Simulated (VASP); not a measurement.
# Sn: single point with r2SCAN

The system is Sn.

```
CELL_PARAMETERS angstrom
0.00000 3.37127 3.37127
3.37127 0.00000 3.37127
3.37127 3.37127 0.00000
ATOMIC_POSITIONS crystal
Sn 0.00000 0.00000 0.00000
Sn 0.25000 0.25000 0.25000
```

This isn't the form of Sn at room conditions, which is tetragonal (white tin).

```json
{
  "Program": "VASP 6.6.1",
  "Task": "single point",
  "Functional": "r2SCAN",
  "Potentials or basis": "VASP PAW PBE potentials, release 64 (Sn_d)",
  "Cutoff": "520 eV",
  "k mesh": "9 × 9 × 9",
  "Occupations": "fermi-dirac, width 0.1 eV",
  "Spin": "no spin polarisation",
  "Dipole correction": "no",
  "Further INCAR settings": "ALGO = Normal; EDIFF = 1e-07; NBANDS = 21"
}
```

- Pressure: -2.8 GPa
- Band gap on the k mesh: zero (bands 14 and 15 overlap by 0.08 eV)

Levels at points of the mesh, in eV from the Fermi level:
```csv
k point,band 12,band 13,band 14,band 15,band 16,band 17
"(0.00, 0.00, 0.00)",-1.12,0.07,0.07,0.07,2.27,2.27
```

Run time: 2.1 min on 1 thread of AMD EPYC 9R45 96-Core Processor (Zen 5) (shared host), peak memory 0.2 GiB.

Caveat: the PAW data sets were made with another functional, which shifts forces and pressure a little; spin-orbit coupling is left out, which moves the levels of the heavy elements.
